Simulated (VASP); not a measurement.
Ta3N: single point with r2SCAN

Ta3N:

```
Ta N
1.0
     3.07213    0.00000    0.00000
    -1.53606    2.66054    0.00000
     0.00000    0.00000    7.62315
Ta N
3 1
Direct
  0.66667 0.33333 0.82607
  0.33333 0.66667 0.17393
  0.00000 0.00000 0.50000
  0.00000 0.00000 0.00000
```

```
Program             : VASP 6.6.1
Task                : single point
Functional          : r2SCAN
Potentials or basis : VASP PAW PBE potentials, release 64 (Ta_sv_GW, N)
Cutoff              : 660 eV
k mesh              : 10 × 10 × 4
Occupations         : fermi-dirac, width 0.05 eV
Spin                : no spin polarisation
```

| Item | Value |
| --- | --- |
| Pressure | -13.2 GPa |
| Largest force | 0.249 eV/Å |
| Band gap on the k mesh | zero (band 22 reaches 10.81 eV, above the bottom of band 23 at 10.35 eV) |

Forces on the atoms (eV/Å):
```
Ta   0.000  0.000  0.249
Ta   0.000  0.000 -0.249
Ta   0.000  0.000  0.000
N    0.000  0.000  0.000
```

Stress tensor (GPa, compression positive):
```
-13.82   0.00   0.00
  0.00 -13.82   0.00
  0.00   0.00 -11.91
```

Levels at points of the mesh, in eV from the Fermi level:
```csv
k point,band 18,band 19,band 20,band 21,band 22,band 23,band 24,band 25,band 26,band 27
"(0.00, 0.00, 0.00)",-3.65,-1.69,-0.38,-0.38,-0.27,0.33,0.33,0.89,1.85,1.85
"(0.50, 0.00, 0.00)",-3.81,-3.19,-1.44,-0.53,0.10,0.65,0.76,3.45,4.01,4.35
"(0.00, 0.00, 0.50)",-4.05,-1.35,-1.14,-0.17,-0.17,0.57,0.57,1.19,1.33,1.33
"(0.50, 0.00, 0.50)",-3.75,-2.97,-1.59,-1.29,-0.03,0.89,1.30,2.42,4.35,4.42
```

Wall time 4.9 min on 1 thread of Intel(R) Xeon(R) 6975P-C (Granite Rapids), on a shared host, peak memory 0.3 GiB.

Caveat: the PAW data sets were made with another functional, which shifts forces and pressure a little; spin-orbit coupling is left out, which moves the levels of the heavy elements.
